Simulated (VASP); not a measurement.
A run of VASP 6.6.1 is set up as follows.

INCAR

```
  ALGO = Normal
  EDIFF = 1E-7
  ENCUT = 520
  GGA = PE
  ISIF = 2
  ISMEAR = 0
  LASPH = T
  LCHARG = T
  LELF = T
  LREAL = F
  LVHAR = T
  LWAVE = F
  NBANDS = 31
  NELM = 100
  PREC = Accurate
  SIGMA = 0.2
```

Contents of KPOINTS:

```
k-points
0
Gamma
  6 6 2
```

POSCAR

```
Mg3Sn2N2
1.0
    3.3007691480     -0.0018137652      0.0004568410
   -1.6488761448      2.8585363720     -0.2062776485
   -0.0003958573     -0.9308009303     13.0030970902
Mg Sn N
3 2 2
Direct
    0.0002805536      0.0010188069      0.0000955052
    0.7186183591      0.4387023222      0.1623326408
    0.2808686821      0.5612538427      0.8377228497
    0.4614967784      0.9201223282      0.3765008276
    0.5392396949      0.0790411569      0.6232869406
    0.3663123586      0.7341474130      0.1037769440
    0.6331835733      0.2657141302      0.8962842922
```

Potentials or basis: VASP PAW PBE potentials, release 64 (Mg, Sn_d, N).

The run is started by

```console
$ cat potpaw_PBE.64/Mg/POTCAR potpaw_PBE.64/Sn_d/POTCAR potpaw_PBE.64/N/POTCAR > POTCAR
$ mpirun -np 1 vasp_std > vasp.out
```

Predict the band gap on the k mesh.

zero (bands 22 and 23 overlap by 2.24 eV).

What does it give for the largest force?

0.014 eV/Å.

Predict the pressure.

-0.3 GPa.

Stress tensor (GPa, compression positive):
```
-0.20  0.01  0.00
 0.01 -0.37 -0.05
 0.00 -0.05 -0.22
```

Caveat: the k points lie up to 0.37 Å⁻¹ apart, too coarse for converged energies and pressures of a metal; spin-orbit coupling is left out, which moves the levels of the heavy elements.
